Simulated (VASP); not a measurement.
# W: single point with PBE

The system is W.

```
W
1.0
    -1.54480    1.61508    1.63102
     1.57115   -1.54525    1.58754
     1.54570    1.54614   -1.56120
W
1
Direct
  0.01093 0.00770 0.02297
```

```yaml
Program: VASP 6.6.1
Task: single point
Functional: PBE
Potentials_or_basis: VASP PAW PBE potentials, release 64 (W_sv)
Cutoff: 520 eV
k_mesh: 10 × 10 × 11
Occupations: fermi-dirac, width 0.05 eV
Spin: no spin polarisation
Dipole_correction: no
Further_INCAR_settings: ALGO = Normal; EDIFF = 1e-06; NBANDS = 13
```

```yaml
Pressure: 7.0 GPa
Band_gap_on_the_k_mesh: zero (bands 7 and 8 overlap by 5.02 eV)
```

Stress tensor (GPa, compression positive):
```
11.88  0.63 -2.57
 0.63  7.33 -6.76
-2.57 -6.76  1.90
```

Levels at points of the mesh, in eV from the Fermi level:
| k point | band 3 | band 4 | band 5 | band 6 | band 7 | band 8 | band 9 | band 10 | band 11 | band 12 |
| --- | --- | --- | --- | --- | --- | --- | --- | --- | --- | --- |
| (0.00, 0.00, 0.00) | -37.82 | -37.75 | -9.71 | -1.66 | -1.53 | -0.77 | 2.01 | 2.44 | 13.87 | 14.68 |
| (0.50, 0.00, 0.00) | -38.15 | -37.76 | -6.41 | -3.57 | 0.14 | 2.10 | 3.30 | 5.73 | 10.30 | 11.82 |
| (0.00, 0.50, 0.00) | -38.22 | -37.80 | -6.36 | -3.69 | 0.47 | 2.12 | 3.26 | 5.89 | 10.82 | 11.53 |
| (0.50, 0.50, 0.00) | -38.28 | -37.81 | -6.35 | -3.88 | 0.74 | 2.39 | 3.23 | 6.09 | 11.15 | 11.29 |

Run time: 22 s on 1 thread of Intel(R) Xeon(R) 6975P-C (Granite Rapids) (shared host), peak memory 0.22 GiB.

Caveat: the cell stands under pressure; spin-orbit coupling is left out, which moves the levels of the heavy elements.
